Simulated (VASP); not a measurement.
A run of VASP 6.6.1 is set up as follows.

The input INCAR:

```
SYSTEM = Rh
PREC     = Accurate       ! precision mode
ENCUT    = 520            ! plane-wave cutoff, eV
EDIFF    = 1E-6           ! SCF threshold, eV
ISMEAR   = 0              ! smearing method
SIGMA    = 0.02           ! smearing width, eV
LREAL    = .False.        ! projectors in reciprocal space
LASPH    = .True.         ! aspherical terms in the spheres
NELM     = 60             ! most SCF steps
ALGO     = Normal         ! electronic algorithm
ISIF     = 2              ! what is computed and relaxed
LWAVE    = .False.        ! write WAVECAR
LCHARG   = .False.        ! write CHGCAR
LDIPOL   = .True.       
IDIPOL   = 3            
DIPOL    = 0.5 0.5 0.297
GGA      = PE             ! functional
NBANDS   = 22             ! bands
```

File KPOINTS:

```
Automatic mesh
0
Gamma
  12 12 1
  0 0 0
```

Contents of POSCAR:

```
Rh
1.0
    3.8021948103      0.0000002456      0.0000000000
   -1.9010976179      3.2927971730      0.0000000000
    0.0000000000      0.0000000000     26.9530259200
Rh
2
Direct
    0.6666666667      0.3333333333      0.2820535462
    0.3333333333      0.6666666667      0.3115718244
```

Potentials or basis: VASP PAW PBE potentials, release 64 (Rh_pv).

The run is started by

```bash
$ cat potpaw_PBE.64/Rh_pv/POTCAR > POTCAR
$ mpirun -np 1 vasp_std > vasp.out
```

(1) Estimate the band gap on the k mesh.

(2) Estimate the largest force.

## Answers

(1) 0.37 eV, indirect (least direct gap 0.54 eV).

(2) 0.025 eV/Å.
